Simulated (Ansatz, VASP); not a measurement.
## Two plane-wave programs on InSe

```
In Se
1.0
     4.04173    0.00000    0.00000
    -2.02087    3.50024    0.00000
     0.00000    0.00000   17.42844
In Se
4 4
Direct
  0.33333 0.66667 0.33030
  0.66667 0.33333 0.83030
  0.66667 0.33333 0.66970
  0.33333 0.66667 0.16970
  0.33333 0.66667 0.59732
  0.66667 0.33333 0.09732
  0.66667 0.33333 0.40268
  0.33333 0.66667 0.90268
```

Alike in both runs: task single point; functional LDA; k mesh 6 × 6 × 1; occupations gaussian, width 0.1 eV; no spin polarisation.

|  | VASP | Ansatz |
| --- | --- | --- |
| version | VASP 6.6.1 | Ansatz 0.2.0 |
| potentials or method | VASP PAW LDA potentials, release 64 (In_d, Se), cutoff 500 eV | scalar-relativistic, plane waves, PAW |
| valence electrons in the cell | 76 | 116 |

```tsv
	VASP	Ansatz	Ansatz less VASP
gap on the k mesh at the Fermi level (eV)	0.31	0.30	-0.012
least direct gap on the mesh (eV)	0.31	0.30	-0.012
pressure (GPa)	-2.2	-2.3	-0.10
rms of the force components (eV/Å)	0.060	0.069	+0.0093
```

Ansatz warns that its potentials were made for another functional, while VASP's fit it. LDA's correlation is that of Perdew and Zunger in VASP and of Perdew and Wang (1992) in Ansatz. Atom by atom the forces differ by 0.013 eV/Å (rms over components). VASP's potentials hold 76 valence electrons a cell and Ansatz's 116, so a difference there can come from the potentials and not from the codes.
